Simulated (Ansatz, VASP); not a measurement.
# One calculation of HfO2, two programs

Contents of INCAR:

```
SYSTEM = HfO2
PREC     = Accurate       ! precision mode
ENCUT    = 520            ! plane-wave cutoff, eV
EDIFF    = 1E-6           ! SCF threshold, eV
ISMEAR   = 0              ! smearing method
SIGMA    = 0.05           ! smearing width, eV
LREAL    = .False.        ! projectors in reciprocal space
LASPH    = .True.         ! aspherical terms in the spheres
NELM     = 80             ! most SCF steps
ALGO     = Normal         ! electronic algorithm
ISIF     = 2              ! what is computed and relaxed
LWAVE    = .False.        ! write WAVECAR
LCHARG   = .False.        ! write CHGCAR
GGA      = PS             ! functional
NBANDS   = 31             ! bands
```

Contents of KPOINTS:

```
regular mesh
0
Gamma
  6 6 8
  0 0 0
```

File POSCAR:

```
HfO2
1.0
    4.7906880046      0.0000000000      0.0000000000
    0.0000000000      4.7906880046      0.0000000000
    0.0000000000      0.0000000000      3.1835383791
Hf O
2 4
Direct
    0.0000000000      0.0000000000      0.0000000000
    0.5000000000      0.5000000000      0.5000000000
    0.1949828631      0.8050171369      0.4598153737
    0.3050171369      0.3050171369      0.0000000000
    0.6949828631      0.6949828631      0.0000000000
    0.8050171369      0.1949828631      0.5401846263
```

Input for Ansatz:

```yaml
crystal:
  lattice:
    - [4.7906880046, 0.0, 0.0]
    - [0.0, 4.7906880046, 0.0]
    - [0.0, 0.0, 3.1835383791]
  atoms:
    - { symbol: Hf, position: [0.0, 0.0, 0.0] }
    - { symbol: Hf, position: [0.5, 0.5, 0.5] }
    - { symbol: O, position: [0.1949828631, 0.8050171369, 0.4598153737] }
    - { symbol: O, position: [0.3050171369, 0.3050171369, 0.0] }
    - { symbol: O, position: [0.6949828631, 0.6949828631, 0.0] }
    - { symbol: O, position: [0.8050171369, 0.1949828631, 0.5401846263] }
basis:
  ecutwfc: 520.0
kpoints:
  mp_grid: { grid: [6, 6, 8] }
hamiltonian:
  xc: pbesol
  pseudopotentials: { kind: paw, azcp: { folder: soft_1 } }
scf:
  occupations: { method: gaussian, width: 0.05 }
output:
  forces: true
  stress: true
  eigenvalues: true
```

Change from the starting cell: mode 16 frozen in at -0.129 Å, equal normal strain along x, y and z -0.0083.

Alike in both runs: task single point; functional PBEsol; k mesh 6 × 6 × 8; occupations gaussian, width 0.05 eV; no spin polarisation.

```csv
,VASP,Ansatz
version,VASP 6.6.1,Ansatz 0.2.0
potentials or method,"VASP PAW PBE potentials, release 64 (Hf_pv, O), cutoff 520 eV","scalar-relativistic, plane waves, PAW"
valence electrons in the cell,44,76
```

Ansatz gave:

* gap on the k mesh at the Fermi level (eV): 4.01
* least direct gap on the mesh (eV): 4.01
* pressure (GPa): 7.8
* traceless stress, the component that is largest in VASP (GPa): 5.60
* rms of the force components (eV/Å): 0.682

Task: Which values does VASP return?

Result: gap on the k mesh at the Fermi level (eV): 3.96; least direct gap on the mesh (eV): 3.96; pressure (GPa): 4.9; traceless stress, the component that is largest in VASP (GPa): 5.46; rms of the force components (eV/Å): 0.675.

VASP's potentials were made for PBE, not for PBEsol, and Ansatz warns of the same on its side. Atom by atom the forces differ by 0.022 eV/Å (rms over components). The functional is the same, so the differences come from potentials, cutoffs and numerics. VASP's potentials hold 44 valence electrons a cell and Ansatz's 76, so a difference there can come from the potentials and not from the codes.

Neither program's run includes spin-orbit coupling.
